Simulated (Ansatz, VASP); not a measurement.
# Si2C: VASP beside Ansatz

```
Si C
1.0
     3.68141    0.00000    0.00000
    -1.84070    3.18819    0.00000
     0.00000    0.00000    7.52362
Si C
4 2
Direct
  0.50000 0.00000 0.50000
  0.00000 0.50000 0.50000
  0.50000 0.50000 0.50000
  0.00000 0.00000 0.00000
  0.00000 0.00000 0.18329
  0.00000 0.00000 0.81671
```

Alike in both runs: task single point; functional PBE; k mesh 6 × 6 × 2; occupations gaussian, width 0.1 eV; no spin polarisation.

|  | VASP | Ansatz |
| --- | --- | --- |
| version | VASP 6.6.1 | Ansatz 0.2.0 |
| potentials or method | VASP PAW PBE potentials, release 64 (Si, C), cutoff 520 eV | scalar-relativistic, plane waves, PAW |
| valence electrons in the cell | 24 | 24 |

|  | VASP | Ansatz | Ansatz less VASP |
| --- | --- | --- | --- |
| gap on the k mesh at the Fermi level (eV) | none | none | - |
| rms of the force components (eV/Å) | 8.414 | 8.571 | +0.1565 |

Atom by atom the forces differ by 0.156 eV/Å (rms over components). A gap of «none» marks a metal or a gap that the smearing closes. The functional is the same, so the differences come from potentials, cutoffs and numerics.

The k mesh is coarse, so the values compare programs but aren't converged.
